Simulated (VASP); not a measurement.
# Li3H2: single point with PBE

The system is Li3H2.

```xyz
10
Lattice="5.7001 -1.3520 -0.1036 5.7001 1.3520 -0.1036 -4.4703 0.0000 7.6331" Properties=species:S:1:pos:R:3 pbc="T T T"
Li    7.4977    0.0000    3.8621
Li   -0.5679    0.0000    3.5637
Li    6.4274    0.0000    1.4060
Li    0.5025    0.0000    6.0198
Li    9.5227    0.0000    0.9947
Li   -2.5929    0.0000    6.4312
H     4.5589    0.0000    2.1692
H     2.3709    0.0000    5.2566
H     1.2050    0.0000    2.7128
H     5.7248    0.0000    4.7130
```

The cell was built from a structure type or drawn by symmetry, and may not be a known phase.

| Property | Result |
| --- | --- |
| Program | VASP 6.6.1 |
| Task | single point |
| Functional | PBE |
| Potentials or basis | VASP PAW PBE potentials, release 64 (Li_sv, H) |
| Cutoff | 520 eV |
| k mesh | 12 × 12 × 4 |
| Occupations | gaussian, width 0.1 eV |
| Spin | no spin polarisation |
| Dipole correction | no |
| Further INCAR settings | ALGO = Normal; EDIFF = 1e-06; NBANDS = 22 |

```yaml
Largest_force: 0.003 eV/Å
Band_gap_on_the_k_mesh: zero (bands 11 and 12 overlap by 2.99 eV)
```

Forces on the atoms (eV/Å):
```
Li   0.003  0.000 -0.001
Li  -0.003  0.000  0.001
Li   0.002  0.000 -0.001
Li  -0.002  0.000  0.001
Li  -0.002  0.000  0.003
Li   0.002  0.000 -0.003
H    0.003  0.000  0.001
H   -0.003  0.000 -0.001
H   -0.001  0.000  0.001
H    0.001  0.000 -0.001
```

Levels at points of the mesh, in eV from the Fermi level:
```csv
k point,band 8,band 9,band 10,band 11,band 12,band 13,band 14,band 15
"(0.00, 0.00, 0.00)",-5.65,-4.42,-3.90,-2.07,-0.68,0.94,2.42,2.84
"(0.50, 0.00, 0.00)",-3.89,-3.09,-2.76,1.75,1.77,2.38,2.81,3.08
"(0.50, 0.50, 0.00)",-5.67,-4.81,-4.71,-1.16,-1.16,2.48,2.84,3.38
"(0.00, 0.00, 0.50)",-5.80,-4.38,-3.88,-1.87,-0.49,0.42,1.98,3.44
"(0.50, 0.00, 0.50)",-3.88,-3.09,-2.77,1.38,2.19,2.67,2.94,3.04
"(0.50, 0.50, 0.50)",-5.60,-4.78,-4.74,-1.31,-1.09,1.82,2.43,5.04
```

It took 22 min on 1 thread of Intel Xeon 8259CL, with other jobs on the host, peak memory 0.6 GiB.
